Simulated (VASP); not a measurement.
# NaF in VASP: a series of runs

Runs on NaF. Level: PBE. Tasks: single point.

Everything below comes from runs of VASP 6.6.1. Logs are shortened: lines on timing, memory, paths and dates and some standing lists are left out, and cuts for length are marked.

## Step 1: The cell of the first run

The cell holds a slab with vacuum, 6 atoms: a = 3.281 Å, b = 3.281 Å, c = 18.697 Å, α = 90.00°, β = 90.00°, γ = 60.00°.

## Step 2: Single point, PBE

The input, INCAR:

```
SYSTEM = NaF
  PREC = Accurate
  ENCUT = 520
  EDIFF = 1E-6
  ISMEAR = 0
  SIGMA = 0.1
  LREAL = .False.
  LASPH = .True.
  NELM = 120
  ALGO = Normal
  ISIF = 2
  LWAVE = .False.
  LCHARG = .False.
  LDIPOL = .True.
  IDIPOL = 3
  DIPOL = 0.5 0.5 0.500
  GGA = PE
  NBANDS = 30
  GGA_COMPAT = .False.
  NELMDL = -8
```

The input, KPOINTS:

```
Automatic mesh
0
Gamma
  5 5 1
  0 0 0
```

The input, POSCAR:

```
NaF
1.0
    3.2809754647      0.0000000000      0.0000000000
    1.6404877324      2.8414081016      0.0000000000
    0.0000000000      0.0000000000     18.6972631226
Na F
3 3
Direct
    0.0000000000      0.0000000000      0.3209025813
    0.6666666667      0.6666666667      0.4641805163
    0.3333333333      0.3333333333      0.6074584512
    0.3333333333      0.3333333333      0.3925415488
    0.0000000000      0.0000000000      0.5358194837
    0.6666666667      0.6666666667      0.6790974187
```

Potentials or basis: VASP PAW PBE potentials, release 64 (Na_pv, F).

Command:

```bash
> cat potpaw_PBE.64/Na_pv/POTCAR potpaw_PBE.64/F/POTCAR > POTCAR
> mpirun -np 1 vasp_std > vasp.out
```

OUTCAR:

```text
SYSTEM = NaF
   PREC = Accurate
   ENCUT = 520
   EDIFF = 1E-6
   ISMEAR = 0
   LREAL = .False.
   LASPH = .True.
   NELM = 120
   ISIF = 2
   GGA = PE
   NELMDL = -8

 ion  position               nearest neighbor table
   1  0.000  0.000  0.321-   4 2.32   4 2.32   4 2.32
   2  0.667  0.667  0.464-   5 2.32   5 2.32   5 2.32   4 2.32   4 2.32   4 2.32
   3  0.333  0.333  0.607-   6 2.32   6 2.32   5 2.32   5 2.32   5 2.32   6 2.32
   4  0.333  0.333  0.393-   2 2.32   2 2.32   1 2.32   1 2.32   1 2.32   2 2.32
   5  0.000  0.000  0.536-   2 2.32   2 2.32   2 2.32   3 2.32   3 2.32   3 2.32
   6  0.667  0.667  0.679-   3 2.32   3 2.32   3 2.32

  LATTYP: Found a hexagonal cell.
 ALAT       =     3.2809754647
 C/A-ratio  =     5.6986903205

  Lattice vectors:

 A1 = (  -1.6404877324,  -2.8414081016,   0.0000000000)
 A2 = (   3.2809754647,   0.0000000000,   0.0000000000)
 A3 = (   0.0000000000,   0.0000000000,  18.6972631226)

Analysis of symmetry for initial positions (statically):
=====================================================================
 Subroutine PRICEL returns:
 Original cell was already a primitive cell.

 Routine SETGRP: Setting up the symmetry group for a
 hexagonal supercell.

 Subroutine GETGRP returns: Found  6 space group operations
 (whereof  6 operations were pure point group operations)
 out of a pool of 24 trial point group operations.

The static configuration has the point symmetry C_3v.

Analysis of symmetry for dynamics (positions and initial velocities):
=====================================================================
 Subroutine PRICEL returns:
 Original cell was already a primitive cell.

 Routine SETGRP: Setting up the symmetry group for a
 hexagonal supercell.

 Subroutine GETGRP returns: Found  6 space group operations
 (whereof  6 operations were pure point group operations)
 out of a pool of 24 trial point group operations.

The dynamic configuration has the point symmetry C_3v.

 Subroutine INISYM returns: Found  6 space group operations
 (whereof  6 operations are pure point group operations),
 and found     1 'primitive' translations

----------------------------------------------------------------------------------------

                                     Primitive cell

  volume of cell :     174.3069

  direct lattice vectors                    reciprocal lattice vectors
     3.280975465  0.000000000  0.000000000     0.304787406 -0.175969091  0.000000000
     1.640487732  2.841408102  0.000000000     0.000000000  0.351938181  0.000000000
     0.000000000  0.000000000 18.697263123     0.000000000  0.000000000  0.053483764

  length of vectors
     3.280975465  3.280975465 18.697263123     0.351938181  0.351938181  0.053483764

  position of ions in fractional coordinates (direct lattice)
     0.000000000  0.000000000  0.320902581
     0.666666667  0.666666667  0.464180516
     0.333333333  0.333333333  0.607458451
     0.333333333  0.333333333  0.392541549
     0.000000000  0.000000000  0.535819484
     0.666666667  0.666666667  0.679097419

  ion indices of the primitive-cell ions
   primitive index   ion index
                 1           1
                 2           2
                 3           3
                 4           4
                 5           5
                 6           6

----------------------------------------------------------------------------------------

 KPOINTS: Automatic mesh

Automatic generation of k-mesh.
 Grid dimensions read from file:
 generate k-points for:    5    5    1

 Generating k-lattice:

  Cartesian coordinates                     Fractional coordinates (reciprocal lattice)
     0.060957481 -0.035193818  0.000000000     0.200000000  0.000000000  0.000000000
     0.000000000  0.070387636  0.000000000     0.000000000  0.200000000  0.000000000
     0.000000000  0.000000000  0.053483764     0.000000000  0.000000000  1.000000000

  Length of vectors
     0.070387636  0.070387636  0.053483764

  Shift w.r.t. Gamma in fractional coordinates (k-lattice)
     0.000000000  0.000000000  0.000000000

 Subroutine IBZKPT returns following result:
 ===========================================

 Found      5 irreducible k-points:

 Following reciprocal coordinates:
            Coordinates               Weight
  0.000000  0.000000  0.000000      1.000000
  0.200000  0.000000  0.000000      6.000000
  0.400000  0.000000  0.000000      6.000000
  0.400000  0.200000  0.000000      6.000000
 -0.400000  0.200000  0.000000      6.000000
   k-points           NKPTS =      5   k-points in BZ     NKDIM =      5   number of bands    NBANDS=     30
   number of dos      NEDOS =    301   number of ions     NIONS =      6
   total plane-waves  NPLWV =  80640
   dimension x,y,z NGX =    24 NGY =   24 NGZ =  140
   dimension x,y,z NGXF=    48 NGYF=   48 NGZF=  280
   ions per type =               3   3
   NGX,Y,Z   is equivalent  to a cutoff of  12.16, 12.16, 12.45 a.u.
   NGXF,Y,Z  is equivalent  to a cutoff of  24.32, 24.32, 24.90 a.u.
 SYSTEM =  NaF
   PREC   = accura    normal or accurate (medium, high low for compatibility)
   ISTART =      0    job   : 0-new  1-cont  2-samecut
   ICHARG =      2    charge: 1-file 2-atom 10-const
   ISPIN  =      1    spin polarized calculation?
   LNONCOLLINEAR =      F non collinear calculations
   LSORBIT =      F    spin-orbit coupling
   LASPH  =      T    aspherical Exc in radial PAW
   ENCUT  =  520.0 eV  38.22 Ry    6.18 a.u.   6.10  6.10 34.76*2*pi/ulx,y,z
   NELM   =    120;   NELMIN=  2; NELMDL= -8     # of ELM steps
   EDIFF  = 0.1E-05   stopping-criterion for ELM
   LREAL  =      F    real-space projection
   EDIFFG = 0.1E-04   stopping-criterion for IOM
   NSW    =      0    number of steps for IOM
   IBRION =     -1    ionic relax: 0-MD 1-quasi-New 2-CG
   NFREE  =      0    steps in history (QN), initial steepest desc. (CG)
   ISIF   =      2    stress and relaxation
   ISYM   =      2    0-nonsym 1-usesym 2-fastsym
   POTIM  = 0.5000    time-step for ionic-motion
   TEBEG  =    0.0;   TEEND  =   0.0 temperature during run
   PSTRESS=    0.0 pullay stress
   NELECT =      42.0000    total number of electrons
   NUPDOWN=      -1.0000    fix difference up-down
   EMIN   =  10.00;   EMAX   =-10.00  energy-range for DOS
   EFERMI =   0.00;   METHOD = LEGACY
   ISMEAR =     0;   SIGMA  =   0.10  broadening in eV -4-tet -1-fermi 0-gaus
   EFERMI_NEDOS =   21; number of points for ismear=-14 and -15
   IALGO  =     38    algorithm
   IMIX   =      4    mixing-type and parameters
     AMIX     =   0.40;   BMIX     =  1.00
     AMIX_MAG =   1.60;   BMIX_MAG =  1.00
  volume/ion in A,a.u.               =      29.05       196.05
  Fermi-wavevector in a.u.,A,eV,Ry     =   1.018716  1.925094 14.119880  1.037782
  Thomas-Fermi vector in A             =   2.152189
   LORBIT       =      0    0 simple, 1 ext, 2 COOP (PROOUT), +10 PAW based schemes
   GGA     = PE    functional components
   LHFCALC =     F    Hartree Fock is set to
   AEXX    =    0.0000 exact exchange contribution
   IVDW    =     0    specifies the selected vdW correction
   LEPSILON=     F    determine dielectric tensor
   LRPA    =     F    only Hartree local field effects (RPA)
 non-spin polarized calculation
 Gauss-broadening in eV      SIGMA  =   0.10
  energy-cutoff  :      520.00
  volume of cell :      174.31
 maximum number of plane-waves:      4722
   NGX = 13   NGY = 13   NGZ = 69

 number of electron      41.9999971 magnetization

 dipolmoment           0.000000      0.000000      0.364704 electrons x Angstroem

 Free energy of the ion-electron system (eV)
  ---------------------------------------------------
  ext. energy  EPLUGINS =         0.00000000
  ---------------------------------------------------
  free energy    TOTEN  =       -22.17755510 eV

  energy without entropy =      -22.13883205  energy(sigma->0) =      -22.15819358

 E-fermi :  -3.8394     XC(G=0):  -4.9291

 val. band max:       -3.8455265402   @ k =   0.2000   0.0000   0.0000
 cond. band min:      -3.7857392115   @ k =   0.0000   0.0000   0.0000
 fundamental gap:      0.0597873287
 Fermi energy:        -3.8393724594

 k-point     1 :       0.0000    0.0000    0.0000
  band No.  band energies     occupation
      1     -28.5824      2.00000
      2     -28.4426      2.00000
      3     -28.4426      2.00000
      4     -27.3222      2.00000
      5     -26.0537      2.00000
      6     -25.9839      2.00000
[... 22 lines left out ...]
     29       7.5332      0.00000
     30       8.1730      0.00000

 k-point     2 :       0.2000    0.0000    0.0000
  band No.  band energies     occupation
      1     -28.5841      2.00000
      2     -28.4692      2.00000
      3     -28.4509      2.00000
      4     -27.2831      2.00000
      5     -26.1448      2.00000
      6     -25.9930      2.00000
[... 22 lines left out ...]
     29       6.8947      0.00000
     30       7.9262      0.00000

 k-point     3 :       0.4000    0.0000    0.0000
  band No.  band energies     occupation
      1     -28.6341      2.00000
      2     -28.4642      2.00000
      3     -28.4573      2.00000
      4     -27.2361      2.00000
      5     -26.1171      2.00000
      6     -26.0076      2.00000
[... 22 lines left out ...]
     29       6.5567      0.00000
     30       7.0723      0.00000

 k-point     4 :       0.4000    0.2000    0.0000
  band No.  band energies     occupation
      1     -28.6110      2.00000
      2     -28.4772      2.00000
      3     -28.4590      2.00000
      4     -27.2395      2.00000
      5     -26.1596      2.00000
      6     -26.0210      2.00000
[... 22 lines left out ...]
     29       6.7447      0.00000
     30       6.9949      0.00000

 k-point     5 :      -0.4000    0.2000    0.0000
  band No.  band energies     occupation
      1     -28.6294      2.00000
      2     -28.4962      2.00000
      3     -28.4462      2.00000
      4     -27.2152      2.00000
      5     -26.1474      2.00000
      6     -26.0350      2.00000
[... 22 lines left out ...]
     29       6.3212      0.00000
     30       6.9482      0.00000

------------------------ aborting loop because EDIFF is reached ----------------------------------------

 vacuum level on the upper side and lower side of the slab       (xc-potential included)         3.149        -3.961

  FORCE on cell =-STRESS in cart. coord.  units (eV):
  Direction    XX          YY          ZZ          XY          YZ          ZX
  --------------------------------------------------------------------------------------
  -------------------------------------------------------------------------------------
  Total        1.1586398      1.1586398     -0.4273080      0.0000000     -0.0000000      0.0000000
  in kB       10.6498722     10.6498722     -3.9276877      0.0000000     -0.0000000      0.0000000
  external PRESSURE =       5.7906856 kB  Pullay stress =       0.0000000 kB

 VOLUME and BASIS-vectors are now :
 -----------------------------------------------------------------------------
  energy-cutoff  :      520.00
  volume of cell :      174.31
      direct lattice vectors                 reciprocal lattice vectors
     3.280975465  0.000000000  0.000000000     0.304787406 -0.175969091  0.000000000
     1.640487732  2.841408102  0.000000000     0.000000000  0.351938181  0.000000000
     0.000000000  0.000000000 18.697263123     0.000000000  0.000000000  0.053483764

 POSITION                                       TOTAL-FORCE (eV/Angst)
 -----------------------------------------------------------------------------------
      0.00000      0.00000      6.00000         0.000000      0.000000      0.286453
      3.28098      1.89427      8.67891         0.000000     -0.000000      0.898164
      1.64049      0.94714     11.35781        -0.000000      0.000000      1.222013
      1.64049      0.94714      7.33945         0.000000     -0.000000     -0.830804
      0.00000      0.00000     10.01836         0.000000     -0.000000     -0.885047
      3.28098      1.89427     12.69726        -0.000000      0.000000     -0.690779
 -----------------------------------------------------------------------------------
    total drift:                                0.000000      0.000000     -0.001225

  FREE ENERGIE OF THE ION-ELECTRON SYSTEM (eV)
  ---------------------------------------------------
  free  energy   TOTEN  =       -22.1775551038 eV

  energy  without entropy=      -22.1388320500  energy(sigma->0) =      -22.15819358

 vacuum level on the upper side and lower side of the slab         6.731        -0.585
```

Run time: 2.1 min. Hardware: 1 thread of AMD EPYC 7R13, shared host; peak memory 0.23 GiB.

Results:

| Property | Result |
| --- | --- |
| Free energy | -22.1776 eV |
| Largest force | 1.222 eV/Å |
| Band gap on the k mesh | zero (bands 21 and 22 overlap by 0.06 eV) |

Forces in eV/Å, atoms in the order of the input:
```
Na   0.000  0.000  0.286
Na   0.000  0.000  0.898
Na   0.000  0.000  1.222
F    0.000  0.000 -0.831
F    0.000  0.000 -0.885
F    0.000  0.000 -0.691
```

Caveat: the k points lie up to 0.44 Å⁻¹ apart.

## Step 3: Single point, PBE

The input, INCAR:

```
SYSTEM = NaF
PREC     = Accurate       ! precision mode
ENCUT    = 520            ! plane-wave cutoff, eV
EDIFF    = 1E-6           ! SCF threshold, eV
ISMEAR   = 0              ! smearing method
SIGMA    = 0.1            ! smearing width, eV
LREAL    = .False.        ! projectors in reciprocal space
LASPH    = .True.         ! aspherical terms in the spheres
NELM     = 120            ! most SCF steps
ALGO     = Normal         ! electronic algorithm
ISIF     = 2              ! what is computed and relaxed
LWAVE    = .False.        ! write WAVECAR
LCHARG   = .True.         ! write CHGCAR
LDIPOL   = .True.       
IDIPOL   = 3            
DIPOL    = 0.5 0.5 0.500
GGA      = PE             ! functional
LELF     = .True.         ! ELF
LVHAR    = .True.       
LVACPOTAV= .True.       
EFIELD   = -0.1         
NBANDS   = 30             ! bands
GGA_COMPAT= .False.      
NELMDL   = -8
```

The input, KPOINTS:

```
regular mesh
0
Gamma
  5 5 1
  0 0 0
```

POSCAR is that of step 2.

Potentials or basis: VASP PAW PBE potentials, release 64 (Na_pv, F).

Command:

```bash
> cat potpaw_PBE.64/Na_pv/POTCAR potpaw_PBE.64/F/POTCAR > POTCAR
> mpirun -np 1 vasp_std > vasp.out
```

It took 2.3 min on 1 thread of AMD EPYC 7R13, shared host; peak memory 0.23 GiB.

Results (log left out):

```yaml
Free_energy: -22.1436 eV
Largest_force: 1.225 eV/Å
Band_gap_on_the_k_mesh: zero (bands 21 and 22 overlap by 0.06 eV)
```

Forces on the atoms (eV/Å):
```
Na   0.000  0.000  0.285
Na   0.000  0.000  0.895
Na   0.000  0.000  1.225
F    0.000  0.000 -0.828
F    0.000  0.000 -0.882
F    0.000  0.000 -0.695
```

Levels at points of the mesh, in eV from the Fermi level:
| k point | band 19 | band 20 | band 21 | band 22 | band 23 | band 24 |
| --- | --- | --- | --- | --- | --- | --- |
| (0.00, 0.00, 0.00) | -0.77 | -0.35 | 0.05 | 0.05 | 2.72 | 4.31 |

Caveat: the k points lie up to 0.44 Å⁻¹ apart.

## Step 4: Single point, PBE

The input, INCAR:

```
SYSTEM = NaF
ALGO = Normal
DIPOL = 0.5 0.5 0.500
EDIFF = 1E-6
EFIELD = -0.2
ENCUT = 520
GGA = PE
GGA_COMPAT = .FALSE.
IDIPOL = 3
ISIF = 2
ISMEAR = 0
LASPH = .TRUE.
LCHARG = .FALSE.
LDIPOL = .TRUE.
LREAL = .FALSE.
LWAVE = .FALSE.
NBANDS = 30
NELM = 120
NELMDL = -8
PREC = Accurate
SIGMA = 0.1
```

The input, KPOINTS:

```
k-points
0
G
  5 5 1
  0 0 0
```

POSCAR is that of step 3.

Command:

```bash
> cat potpaw_PBE.64/Na_pv/POTCAR potpaw_PBE.64/F/POTCAR > POTCAR
> mpirun -np 1 vasp_std > vasp.out
```

Run time: 1.9 min. Hardware: 1 thread of AMD EPYC 7R13, shared host; peak memory 0.23 GiB.

It converged, with:

| Quantity | Value |
| --- | --- |
| Free energy | -22.1146 eV |
| Largest force | 1.226 eV/Å |
| Band gap on the k mesh | zero (bands 21 and 22 overlap by 0.06 eV) |

Forces in eV/Å, atoms in the order of the input:
```
Na   0.000  0.000  0.282
Na   0.000  0.000  0.893
Na   0.000  0.000  1.226
F    0.000  0.000 -0.825
F    0.000  0.000 -0.880
F    0.000  0.000 -0.696
```

Levels at points of the mesh, in eV from the Fermi level:
```csv
k point,band 18,band 19,band 20,band 21,band 22,band 23,band 24,band 25
"(0.00, 0.00, 0.00)",-2.15,-0.77,-0.34,0.05,0.05,2.66,4.24,5.83
```

Caveat: the k points lie up to 0.44 Å⁻¹ apart.

## Step 5: Single point, PBE

The input, INCAR:

```
SYSTEM = NaF
ALGO = Normal
DIPOL = 0.5 0.5 0.500
EDIFF = 1E-6
EFIELD = -0.3
ENCUT = 520
GGA = PE
GGA_COMPAT = .False.
IDIPOL = 3
ISIF = 2
ISMEAR = 0
LASPH = .True.
LCHARG = .False.
LDIPOL = .True.
LREAL = .False.
LWAVE = .False.
NBANDS = 30
NELM = 120
NELMDL = -8
PREC = Accurate
SIGMA = 0.1
```

The input, KPOINTS:

```
k-points
0
Gamma
  5 5 1
  0 0 0
```

POSCAR is that of step 4.

Command:

```bash
> cat potpaw_PBE.64/Na_pv/POTCAR potpaw_PBE.64/F/POTCAR > POTCAR
> mpirun -np 1 vasp_std > vasp.out
```

Run time: 2 min. Hardware: 1 thread of AMD EPYC 7R13, shared host; peak memory 0.23 GiB.

It converged, with:

* Free energy: -22.0907 eV
* Largest force: 1.230 eV/Å
* Band gap on the k mesh: zero (bands 21 and 22 overlap by 0.06 eV)

Forces on the atoms (eV/Å):
```
Na   0.000  0.000  0.280
Na   0.000  0.000  0.890
Na   0.000  0.000  1.230
F    0.000  0.000 -0.823
F    0.000  0.000 -0.877
F    0.000  0.000 -0.700
```

Levels at points of the mesh, in eV from the Fermi level:
```csv
k point,band 19,band 20,band 21,band 22,band 23,band 24
"(0.00, 0.00, 0.00)",-0.78,-0.34,0.05,0.05,2.59,4.18
```

Caveat: the k points lie up to 0.44 Å⁻¹ apart.

## Step 6: Summary

| electric field (eV/Å) | gap on the mesh (eV) | largest force (eV/Å) |
| --- | --- | --- |
| - | none | 1.22 |
| -0.1 eV/Å | none | 1.22 |
| -0.2 eV/Å | none | 1.23 |
| -0.3 eV/Å | none | 1.23 |

Alike in all rows: task single point; level PBE; potentials or basis VASP PAW PBE potentials, release 64 (Na_pv, F); no spin polarisation; cell as given; k mesh 5 × 5 × 1; cutoff (eV) 520; smearing gaussian 0.1 eV.

Caveats: all runs use coarse meshes.

Absolute energies hang on the potentials; compare differences alone.
